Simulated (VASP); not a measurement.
Wanted: the native input for a VASP 6.6.1 run.

```
Task                   : single point
Functional             : PBEsol
Potentials or basis    : VASP PAW PBE potentials, release 64 (Te, Cd)
Cutoff                 : 520 eV
k mesh                 : 7 × 7 × 7
Occupations            : fermi-dirac, width 0.05 eV
Spin                   : no spin polarisation
Dipole correction      : no
Further INCAR settings : ALGO = Normal; EDIFF = 1e-06; NBANDS = 16
```

The structure of CdTe lies in POSCAR:

```
CdTe
1.0
    0.0000000000      3.2449576022      3.2449576022
    3.2449576022      0.0000000000      3.2449576022
    3.2449576022      3.2449576022      0.0000000000
Te Cd
1 1
Direct
    0.7500000000      0.7500000000      0.7500000000
    0.0000000000      0.0000000000      0.0000000000
```

One way to write it, as run:

INCAR

```
ALGO = Normal ; EDIFF = 1E-6
ENCUT = 520 ; GGA = PS
ISIF = 2 ; ISMEAR = -1
LASPH = True ; LCHARG = False
LREAL = False ; LWAVE = False
NBANDS = 16 ; NELM = 60
PREC = Accurate ; SIGMA = 0.05
```

KPOINTS

```
k-points
0
Gamma
  7 7 7
```

Potentials or basis: VASP PAW PBE potentials, release 64 (Te, Cd).

Run with:

```sh
$ cat potpaw_PBE.64/Te/POTCAR potpaw_PBE.64/Cd/POTCAR > POTCAR
$ mpirun -np 1 vasp_std > vasp.out
```

It gave:

```json
{"Pressure": "0.2 GPa", "Band gap on the k mesh": "0.65 eV, direct"}
```

Caveat: the PAW data sets were made with another functional, which shifts forces and pressure a little; spin-orbit coupling is left out, which moves the levels of the heavy elements.

Run time: 58 s on 1 thread of AMD EPYC 7R13 (shared host), peak memory 0.18 GiB.
